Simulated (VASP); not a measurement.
Set up this calculation in VASP 6.6.1, as the native input.

| Quantity | Value |
| --- | --- |
| Task | single point |
| Functional | PBEsol |
| Potentials or basis | VASP PAW PBE potentials, release 64 (Sn_d, O) |
| Cutoff | 520 eV |
| k mesh | 8 × 6 × 6 |
| Occupations | gaussian, width 0.05 eV |
| Spin | no spin polarisation |
| Dipole correction | no |
| Further INCAR settings | ALGO = Normal; EDIFF = 1e-06; NBANDS = 28 |

The structure of SnO lies in POSCAR:

```
SnO
1.0
    3.3550050000      0.0000000000      0.0000000000
    0.0000000000      5.6741040000      0.0000000000
    0.0000000000      0.0000000000      4.2219700000
Sn O
2 2
Direct
    0.0645323482      0.2700659233      0.5644248833
    0.5645323482      0.8062479233      0.0644248833
    0.0000000000      0.8912500000      0.7368570000
    0.5000000000      0.1087500000      0.2368570000
```

This cell differs from its parent crystal: all Sn atoms moved +0.375 Å, as atom 1 along Cartesian [1 1 1].

One way to write it, as run:

INCAR

```
SYSTEM = SnO
PREC = Accurate
ENCUT = 520
EDIFF = 1E-6
ISMEAR = 0
SIGMA = 0.05
LREAL = .FALSE.
LASPH = .TRUE.
NELM = 100
ALGO = Normal
ISIF = 2
LWAVE = .FALSE.
LCHARG = .TRUE.
GGA = PS
LELF = .TRUE.
LVHAR = .TRUE.
NBANDS = 28
```

KPOINTS

```
regular mesh
0
G
  8 6 6
  0 0 0
```

Potentials or basis: VASP PAW PBE potentials, release 64 (Sn_d, O).

The run is started by

```sh
$ cat potpaw_PBE.64/Sn_d/POTCAR potpaw_PBE.64/O/POTCAR > POTCAR
$ mpirun -np 1 vasp_std > vasp.out
```

It gave:

```yaml
Pressure: -1.9 GPa
Largest_force: 4.543 eV/Å
Band_gap_on_the_k_mesh: 0.76 eV, indirect (least direct gap 0.87 eV)
```

Caveat: the cell differs from its parent crystal (all Sn atoms moved +0.375 Å, as atom 1 along Cartesian [1 1 1]); the PAW data sets were made with another functional, which shifts forces and pressure a little; spin-orbit coupling is left out, which moves the levels of the heavy elements.

Wall time 2.4 min on 1 thread of Intel(R) Xeon(R) 6975P-C (Granite Rapids), with other jobs on the host, peak memory 0.37 GiB.
